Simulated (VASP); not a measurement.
# Al2Pt (I4/mmm) in VASP: further runs

Al2Pt is run at these levels: PBE; tasks: single point, relaxation of cell and atoms.

Program: VASP 6.6.1. These are calculated values, not measurements. Logs are shortened: lines on timing, memory, paths and dates and some standing lists are left out, and cuts for length are marked.

**1. The cell of the first run**

Symmetry: I4/mmm, No. 139, tetragonal system. The conventional cell has a = 2.854 Å, b = 2.854 Å, c = 11.274 Å, α = 90.00°, β = 90.00°, γ = 90.00°. Within 3.6 Å of Al (site symmetry 4mm) lie 4 Pt at 2.70 Å and 9 Al at 2.85 to 3.59 Å. Pt (site symmetry 4/mmm) has 8 Al at 2.70 Å and 4 Pt at 2.85 Å within 3.6 Å.

**2. Single point, PBE**

Input file INCAR:

```
  ALGO = Normal
  EDIFF = 1E-6
  ENCUT = 520
  GGA = PE
  ISIF = 2
  ISMEAR = 0
  LASPH = True
  LCHARG = False
  LREAL = False
  LWAVE = False
  NBANDS = 15
  NELM = 100
  PREC = Accurate
  SIGMA = 0.1
```

Input file KPOINTS:

```
k-points
0
Gamma
  12 12 12
```

Input file POSCAR:

```
Al2Pt
1.0
    0.0000000000     -2.8537376283      0.0000000000
    2.8537376283      0.0000000000      0.0000000000
   -1.4268688142      1.4268688142      5.6368593413
Al Pt
2 1
Direct
   -0.0074538016     -0.0074538016     -0.0149076032
    0.6741204682      0.6741204682      0.3482409365
    0.3333333333      0.3333333333      0.6666666667
```

Potentials or basis: VASP PAW PBE potentials, release 64 (Al, Pt).

The run is started by

```
$ cat potpaw_PBE.64/Al/POTCAR potpaw_PBE.64/Pt/POTCAR > POTCAR
$ mpirun -np 1 vasp_std > vasp.out
```

OUTCAR:

```text
EDIFF = 1E-6
   ENCUT = 520
   GGA = PE
   ISIF = 2
   ISMEAR = 0
   LASPH = True
   LREAL = False
   NELM = 100
   PREC = Accurate

 ion  position               nearest neighbor table
   1  0.993  0.993  0.985-   3 2.70   3 2.70   3 2.70   3 2.70   2 2.87   2 2.87   2 2.87   2 2.87

   2  0.674  0.674  0.348-   3 2.70   3 2.70   3 2.70   3 2.70   1 2.87   1 2.87   1 2.87   1 2.87

   3  0.333  0.333  0.667-   1 2.70   1 2.70   1 2.70   1 2.70   2 2.70   2 2.70   2 2.70   2 2.70

  LATTYP: Found a body centered tetragonal cell.
 ALAT       =     2.8537376283
 C/A-ratio  =     3.9505098755

  Lattice vectors:

 A1 = (  -1.4268688141,  -1.4268688142,  -5.6368593413)
 A2 = (   1.4268688142,   1.4268688141,  -5.6368593413)
 A3 = (   1.4268688141,  -1.4268688141,   5.6368593413)

Analysis of symmetry for initial positions (statically):
=====================================================================
 Subroutine PRICEL returns:
 Original cell was already a primitive cell.

 Routine SETGRP: Setting up the symmetry group for a
 body centered tetragonal supercell.

 Subroutine GETGRP returns: Found 16 space group operations
 (whereof  8 operations were pure point group operations)
 out of a pool of 16 trial point group operations.

The static configuration has the point symmetry C_4v.
 The point group associated with its full space group is D_4h.

Analysis of symmetry for dynamics (positions and initial velocities):
=====================================================================
 Subroutine PRICEL returns:
 Original cell was already a primitive cell.

 Routine SETGRP: Setting up the symmetry group for a
 body centered tetragonal supercell.

 Subroutine GETGRP returns: Found 16 space group operations
 (whereof  8 operations were pure point group operations)
 out of a pool of 16 trial point group operations.

The dynamic configuration has the point symmetry C_4v.
 The point group associated with its full space group is D_4h.

 Subroutine INISYM returns: Found 16 space group operations
 (whereof  8 operations are pure point group operations),
 and found     1 'primitive' translations

----------------------------------------------------------------------------------------

                                     Primitive cell

  volume of cell :      45.9056

  direct lattice vectors                    reciprocal lattice vectors
     0.000000000 -2.853737628  0.000000000     0.000000000 -0.350417638  0.088701876
     2.853737628  0.000000000  0.000000000     0.350417638  0.000000000  0.088701876
    -1.426868814  1.426868814  5.636859341     0.000000000  0.000000000  0.177403753

  length of vectors
     2.853737628  2.853737628  5.987160634     0.361469977  0.361469977  0.177403753

  position of ions in fractional coordinates (direct lattice)
     0.992546198  0.992546198  0.985092397
     0.674120468  0.674120468  0.348240936
     0.333333333  0.333333333  0.666666667

  ion indices of the primitive-cell ions
   primitive index   ion index
                 1           1
                 2           2
                 3           3

----------------------------------------------------------------------------------------

 KPOINTS: k-points

Automatic generation of k-mesh.
 Grid dimensions read from file:
 generate k-points for:   12   12   12

 Generating k-lattice:

  Cartesian coordinates                     Fractional coordinates (reciprocal lattice)
     0.000000000 -0.029201470  0.007391823     0.083333333  0.000000000  0.000000000
     0.029201470  0.000000000  0.007391823     0.000000000  0.083333333  0.000000000
     0.000000000  0.000000000  0.014783646     0.000000000  0.000000000  0.083333333

  Length of vectors
     0.030122498  0.030122498  0.014783646

  Shift w.r.t. Gamma in fractional coordinates (k-lattice)
     0.000000000  0.000000000  0.000000000

 Subroutine IBZKPT returns following result:
 ===========================================

 Found    163 irreducible k-points:

 Following reciprocal coordinates:
            Coordinates               Weight
  0.000000  0.000000  0.000000      1.000000
  0.083333  0.000000  0.000000      8.000000
  0.166667  0.000000  0.000000      8.000000
  0.250000  0.000000  0.000000      8.000000
  0.333333  0.000000  0.000000      8.000000
  0.416667  0.000000  0.000000      8.000000
[... 16 lines left out ...]
  0.500000  0.166667  0.000000     16.000000
 -0.416667  0.166667 -0.000000     16.000000
 [... further k-points ...]
   k-points           NKPTS =    163   k-points in BZ     NKDIM =    163   number of bands    NBANDS=     15
   number of dos      NEDOS =    301   number of ions     NIONS =      3
   total plane-waves  NPLWV =  27648
   dimension x,y,z NGX =    24 NGY =   24 NGZ =   48
   dimension x,y,z NGXF=    48 NGYF=   48 NGZF=   96
   ions per type =               2   1
   NGX,Y,Z   is equivalent  to a cutoff of  13.98, 13.98, 13.33 a.u.
   NGXF,Y,Z  is equivalent  to a cutoff of  27.96, 27.96, 26.66 a.u.
 SYSTEM =  unknown system
   PREC   = accura    normal or accurate (medium, high low for compatibility)
   ISTART =      0    job   : 0-new  1-cont  2-samecut
   ICHARG =      2    charge: 1-file 2-atom 10-const
   ISPIN  =      1    spin polarized calculation?
   LNONCOLLINEAR =      F non collinear calculations
   LSORBIT =      F    spin-orbit coupling
   LASPH  =      T    aspherical Exc in radial PAW
   ENCUT  =  520.0 eV  38.22 Ry    6.18 a.u.   5.31  5.31 11.13*2*pi/ulx,y,z
   NELM   =    100;   NELMIN=  2; NELMDL= -5     # of ELM steps
   EDIFF  = 0.1E-05   stopping-criterion for ELM
   LREAL  =      F    real-space projection
   EDIFFG = 0.1E-04   stopping-criterion for IOM
   NSW    =      0    number of steps for IOM
   IBRION =     -1    ionic relax: 0-MD 1-quasi-New 2-CG
   NFREE  =      0    steps in history (QN), initial steepest desc. (CG)
   ISIF   =      2    stress and relaxation
   ISYM   =      2    0-nonsym 1-usesym 2-fastsym
   POTIM  = 0.5000    time-step for ionic-motion
   TEBEG  =    0.0;   TEEND  =   0.0 temperature during run
   PSTRESS=    0.0 pullay stress
   NELECT =      16.0000    total number of electrons
   NUPDOWN=      -1.0000    fix difference up-down
   EMIN   =  10.00;   EMAX   =-10.00  energy-range for DOS
   EFERMI =   0.00;   METHOD = LEGACY
   ISMEAR =     0;   SIGMA  =   0.10  broadening in eV -4-tet -1-fermi 0-gaus
   EFERMI_NEDOS =   21; number of points for ismear=-14 and -15
   IALGO  =     38    algorithm
   IMIX   =      4    mixing-type and parameters
     AMIX     =   0.40;   BMIX     =  1.00
     AMIX_MAG =   1.60;   BMIX_MAG =  1.00
  volume/ion in A,a.u.               =      15.30       103.26
  Fermi-wavevector in a.u.,A,eV,Ry     =   1.152108  2.177168 18.059721  1.327352
  Thomas-Fermi vector in A             =   2.288761
   LORBIT       =      0    0 simple, 1 ext, 2 COOP (PROOUT), +10 PAW based schemes
   GGA     = PE    functional components
   LHFCALC =     F    Hartree Fock is set to
   AEXX    =    0.0000 exact exchange contribution
   IVDW    =     0    specifies the selected vdW correction
   LEPSILON=     F    determine dielectric tensor
   LRPA    =     F    only Hartree local field effects (RPA)
 non-spin polarized calculation
 Gauss-broadening in eV      SIGMA  =   0.10
  energy-cutoff  :      520.00
  volume of cell :       45.91
 maximum number of plane-waves:      1265
 NGX is ok and might be reduce to    24
   NGX = 11   NGY = 11   NGZ = 23

 number of electron      15.9999999 magnetization

 Free energy of the ion-electron system (eV)
  ---------------------------------------------------
  ext. energy  EPLUGINS =         0.00000000
  ---------------------------------------------------
  free energy    TOTEN  =       -15.35429297 eV

  energy without entropy =      -15.35041739  energy(sigma->0) =      -15.35235518

 E-fermi :   9.9193     XC(G=0): -11.4290

 val. band max:        9.9136092045   @ k =  -0.1667   0.3333   0.0833
 cond. band min:       9.9194357522   @ k =   0.4167   0.0000   0.0000
 fundamental gap:      0.0058265477
 Fermi energy:         9.9193292979

 k-point     1 :       0.0000    0.0000    0.0000
  band No.  band energies     occupation
      1      -1.6048      2.00000
      2       2.3903      2.00000
      3       3.4445      2.00000
      4       3.9231      2.00000
      5       6.6156      2.00000
      6       6.7579      2.00000
      7       6.7579      2.00000
      8       7.9544      2.00000
      9      15.7920      0.00000
     10      16.4578      0.00000
     11      17.1603      0.00000
     12      17.1603      0.00000
     13      17.6477      0.00000
     14      17.6477      0.00000
     15      20.0268      0.00000

 k-point     2 :       0.0833    0.0000    0.0000
  band No.  band energies     occupation
      1      -1.4543      2.00000
      2       2.4576      2.00000
      3       3.5051      2.00000
      4       4.0118      2.00000
      5       6.6062      2.00000
      6       6.7818      2.00000
      7       6.8019      2.00000
      8       7.8197      2.00000
      9      14.5158      0.00000
     10      16.3890      0.00000
     11      16.5263      0.00000
     12      17.1795      0.00000
     13      17.7779      0.00000
     14      17.9704      0.00000
     15      20.4204      0.00000
[... 365 lines left out ...]
      3       3.8310      2.00000
      4       5.0838      2.00000
      5       5.2885      2.00000
      6       6.3897      2.00000
      7       7.3927      2.00000
      8       8.3179      2.00000
      9      10.4753      0.00000
     10      11.6114      0.00000
     11      14.4332      0.00000
     12      16.2131      0.00000
     13      16.4792      0.00000
     14      17.3675      0.00000
     15      18.8602      0.00000

 k-point    24 :      -0.4167    0.1667   -0.0000
  band No.  band energies     occupation
      1       2.1025      2.00000
      2       3.2360      2.00000
      3       4.6024      2.00000
      4       4.8748      2.00000
      5       5.4439      2.00000
      6       6.5824      2.00000
      7       7.6293      2.00000
      8       8.1392      2.00000
      9      10.2702      0.00000
     10      10.8370      0.00000
     11      15.1937      0.00000
     12      16.0859      0.00000
     13      17.3654      0.00000
     14      17.6112      0.00000
     15      19.0498      0.00000

 [... further k-points ...]

------------------------ aborting loop because EDIFF is reached ----------------------------------------

  FORCE on cell =-STRESS in cart. coord.  units (eV):
  Direction    XX          YY          ZZ          XY          YZ          ZX
  --------------------------------------------------------------------------------------
  -------------------------------------------------------------------------------------
  Total       -0.0450786     -0.0450786     -0.0551244      0.0000000     -0.0000000      0.0000000
  in kB       -1.5733156     -1.5733156     -1.9239302      0.0000000     -0.0000000      0.0000000
  external PRESSURE =      -1.6901871 kB  Pullay stress =       0.0000000 kB

 VOLUME and BASIS-vectors are now :
 -----------------------------------------------------------------------------
  energy-cutoff  :      520.00
  volume of cell :       45.91
      direct lattice vectors                 reciprocal lattice vectors
     0.000000000 -2.853737628  0.000000000     0.000000000 -0.350417638  0.088701876
     2.853737628  0.000000000  0.000000000     0.350417638  0.000000000  0.088701876
    -1.426868814  1.426868814  5.636859341     0.000000000  0.000000000  0.177403753

 POSITION                                       TOTAL-FORCE (eV/Angst)
 -----------------------------------------------------------------------------------
      1.42687     -1.42687      5.55283         0.000000     -0.000000     -0.007122
      1.42687     -1.42687      1.96299        -0.000000      0.000000      0.007122
     -0.00000      0.00000      3.75791        -0.000000      0.000000     -0.000000
 -----------------------------------------------------------------------------------
    total drift:                                0.000000     -0.000000      0.000000

  FREE ENERGIE OF THE ION-ELECTRON SYSTEM (eV)
  ---------------------------------------------------
  free  energy   TOTEN  =       -15.3542929687 eV

  energy  without entropy=      -15.3504173850  energy(sigma->0) =      -15.35235518
```

Run time: 41 s. Hardware: 1 thread of Intel Xeon Platinum 8559C (Emerald Rapids), shared host; peak memory 0.25 GiB.

What came out:

- Free energy: -15.3543 eV
- Pressure: -0.2 GPa
- Largest force: 0.007 eV/Å
- Band gap on the k mesh: zero (band 8 reaches 10.85 eV, above the bottom of band 9 at 9.46 eV)

Forces on the atoms (eV/Å):
```
Al   0.000  0.000 -0.007
Al   0.000  0.000  0.007
Pt   0.000  0.000  0.000
```

Levels at points of the mesh, in eV from the Fermi level:
| k point | band 5 | band 6 | band 7 | band 8 | band 9 | band 10 | band 11 | band 12 |
| --- | --- | --- | --- | --- | --- | --- | --- | --- |
| (0.00, 0.00, 0.00) | -3.30 | -3.16 | -3.16 | -1.96 | 5.87 | 6.54 | 7.24 | 7.24 |
| (0.50, 0.00, 0.00) | -3.90 | -3.60 | -2.79 | -2.28 | 0.48 | 0.79 | 4.22 | 7.21 |
| (0.50, 0.50, 0.00) | -2.61 | -0.78 | -0.68 | -0.52 | -0.34 | 0.75 | 2.97 | 3.01 |
| (0.00, 0.00, 0.50) | -3.14 | -3.14 | -1.96 | -1.23 | 3.13 | 5.94 | 5.94 | 6.63 |

Caveat: spin-orbit coupling is left out, which moves the levels of the heavy elements.

**3. Relaxation of cell and atoms, PBE**

This run uses another cell than the first one, of 16.21 Å³/atom, 1.060 times its volume.

Input file INCAR:

```
PREC = Accurate ; ENCUT = 600
EDIFF = 1E-6 ; ISMEAR = 0
SIGMA = 0.1 ; LREAL = False
LASPH = True ; NELM = 60
ALGO = Fast ; ISIF = 3
LWAVE = False ; LCHARG = False
GGA = PE ; IBRION = 2
NSW = 65 ; EDIFFG = -0.01
```

Input file KPOINTS:

```
regular mesh
0
Gamma
  12 12 12
```

Input file POSCAR:

```
Al2Pt
1.0
    0.0000000000     -2.8409246295      0.0000000000
    2.8409246295      0.0000000000      0.0000000000
   -1.4204623148      1.4204623148      6.0265112111
Al Pt
2 1
Direct
    0.0000000000      0.0000000000      0.0000000000
    0.6666666667      0.6666666667      0.3333333333
    0.3333333333      0.3333333333      0.6666666667
```

Potentials or basis: VASP PAW PBE potentials, release 64 (Al, Pt).

The run is started by

```
$ cat potpaw_PBE.64/Al/POTCAR potpaw_PBE.64/Pt/POTCAR > POTCAR
$ mpirun -np 1 vasp_std > vasp.out
```

OUTCAR:

```text
PREC = Accurate
   ENCUT = 600
   EDIFF = 1E-6
   ISMEAR = 0
   LREAL = False
   LASPH = True
   NELM = 60
   ISIF = 3
   GGA = PE
   IBRION = 2
   NSW = 65
   EDIFFG = -0.01

 ion  position               nearest neighbor table
   1  0.000  0.000  0.000-   2 2.84   3 2.84   2 2.84   2 2.84   3 2.84   3 2.84   2 2.84   3 2.84

   2  0.667  0.667  0.333-   1 2.84   1 2.84   1 2.84   3 2.84   1 2.84   3 2.84   3 2.84   3 2.84

   3  0.333  0.333  0.667-   1 2.84   1 2.84   1 2.84   1 2.84   2 2.84   2 2.84   2 2.84   2 2.84

  LATTYP: Found a body centered tetragonal cell.
 ALAT       =     2.8409246295
 C/A-ratio  =     4.2426406871

  Lattice vectors:

 A1 = (  -1.4204623147,  -1.4204623148,  -6.0265112111)
 A2 = (   1.4204623148,   1.4204623147,  -6.0265112111)
 A3 = (   1.4204623147,  -1.4204623147,   6.0265112111)

[... 661 lines left out ...]

 number of electron      16.0000000 magnetization

------------------------ aborting loop because EDIFF is reached ----------------------------------------
[... 69 lines left out ...]
--------------------------------------- Ionic step       10  -------------------------------------------

 number of electron      16.0000000 magnetization

 Free energy of the ion-electron system (eV)
  ---------------------------------------------------
  ext. energy  EPLUGINS =         0.00000000
  ---------------------------------------------------
  free energy    TOTEN  =       -15.35459057 eV

  energy without entropy =      -15.35073358  energy(sigma->0) =      -15.35266208

 E-fermi :   9.9349     XC(G=0): -11.4346

 val. band max:        9.9304015628   @ k =  -0.1667   0.3333   0.0833
 cond. band min:       9.9355512064   @ k =   0.4167   0.0000   0.0000
 fundamental gap:      0.0051496436
 Fermi energy:         9.9349190935

 k-point     1 :       0.0000    0.0000    0.0000
  band No.  band energies     occupation
      1      -1.5986      2.00000
      2       2.3967      2.00000
      3       3.4536      2.00000
      4       3.9305      2.00000
      5       6.6256      2.00000
      6       6.7726      2.00000
      7       6.7726      2.00000
      8       7.9721      2.00000
      9      15.8089      0.00000
     10      16.4691      0.00000
     11      17.1845      0.00000
     12      17.1845      0.00000
[... 375 lines left out ...]
  FREE ENERGIE OF THE ION-ELECTRON SYSTEM (eV)
  ---------------------------------------------------
  free  energy   TOTEN  =       -15.3545905663 eV

  energy  without entropy=      -15.3507335841  energy(sigma->0) =      -15.35266208

 reached required accuracy - stopping structural energy minimisation
```

CONTCAR:

```text
Al2Pt
   1.00000000000000
     0.0000000000000000   -2.8522351059016877    0.0000000000015447
     2.8522351059016877   -0.0000000000000000    0.0000000000015447
    -1.4261175529976895    1.4261175529976895    5.6359398977954971
  Al              Pt
     2     1
Direct
     0.9925786881150082    0.9925786881150082    0.9851573762300193
     0.6740879785849948    0.6740879785849948    0.3481759570699776
     0.3333333332999970    0.3333333332999970    0.6666666667000030

  0.00000000E+00  0.00000000E+00  0.00000000E+00
  0.00000000E+00  0.00000000E+00  0.00000000E+00
  0.00000000E+00  0.00000000E+00  0.00000000E+00
```

It took 4.6 min on 1 thread of Intel Xeon Platinum 8559C (Emerald Rapids), shared host; peak memory 0.29 GiB.

Results:

| Property | Result |
| --- | --- |
| Free energy | -15.3546 eV |
| Relaxed volume | 15.28 Å³/atom |
| Relaxed cell | a = 2.852 Å, b = 2.852 Å, c = 5.986 Å, α = 103.78°, β = 103.78°, γ = 90.00° |
| Space group after relaxing (to 0.05 Å) | I4/mmm (No. 139) |
| Energy gained by relaxing | 81.0 meV/atom |
| Ionic steps | 10 |
| Pressure after relaxing | 0.0 GPa |
| Largest force after relaxing | 0.006 eV/Å |
| Band gap on the k mesh | zero (band 8 reaches 10.86 eV, above the bottom of band 9 at 9.48 eV) |

Forces in eV/Å, atoms in the order of the input:
```
Al   0.000  0.000 -0.006
Al   0.000  0.000  0.006
Pt   0.000  0.000  0.000
```

The path:
```tsv
step	energy change (eV)	largest force (eV/Å)	pressure (GPa)	volume (Å³)
1	0.0000	1.0894	-8.47	48.64
2	-0.1276	0.1769	10.51	42.83
3	-0.1761	0.5621	2.89	44.68
4	-0.2357	0.1899	1.15	45.34
5	-0.2423	0.0110	0.58	45.67
6	-0.2423	0.0062	0.61	45.64
7	-0.2425	0.0561	-0.58	46.02
8	-0.2428	0.0336	-0.07	45.85
9	-0.2430	0.0178	-0.01	45.85
10	-0.2430	0.0058	0.03	45.85
```

Final structure:
```
Al Pt
1.0
     0.00000   -2.85224    0.00000
     2.85224    0.00000    0.00000
    -1.42612    1.42612    5.63594
Al Pt
2 1
Direct
  0.99258 0.99258 0.98516
  0.67409 0.67409 0.34818
  0.33333 0.33333 0.66667
```

Caveat: spin-orbit coupling is left out, which moves the levels of the heavy elements.
